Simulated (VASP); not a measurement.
TiO2:

```
Ti O
1.0
     0.00000    2.41490    2.41490
     2.41490    0.00000    2.41490
     2.41490    2.41490    0.00000
Ti O
1 2
Direct
  0.00000 0.00000 0.00000
  0.75000 0.75000 0.75000
  0.25000 0.25000 0.25000
```

```yaml
Program: VASP 6.6.1
Task: relaxation of cell and atoms
Functional: PBEsol
Potentials_or_basis: VASP PAW PBE potentials, release 64 (Ti_sv, O)
Cutoff: 600 eV
k_mesh: 8 × 8 × 8
Occupations: fermi-dirac, width 0.02 eV
Spin: no spin polarisation
```

At the start: pressure -7.7 GPa; volume 9.39 Å³/atom.

Q: How do energy, volume and symmetry change on relaxing?

A: Over 3 steps the energy falls by 6.9 meV/atom and the volume is 9.11 Å³/atom (-3.0 %); space group Fm-3m (No. 225, to 0.1 Å) before and after.

The path:
```
step  energy change (eV)  largest force (eV/Å)  pressure (GPa)  volume (Å³)
   1              0.0000                0.0000           -7.66        28.17
   2              0.0084                0.0000           10.24        26.38
   3             -0.0208                0.0000           -0.06        27.33
```

Final structure:
```
Ti O
1.0
     0.00000    2.39064    2.39064
     2.39064    0.00000    2.39064
     2.39064    2.39064    0.00000
Ti O
1 2
Direct
  0.00000 0.00000 0.00000
  0.75000 0.75000 0.75000
  0.25000 0.25000 0.25000
```

Caveat: the PAW data sets were made with another functional, which shifts forces and pressure a little.
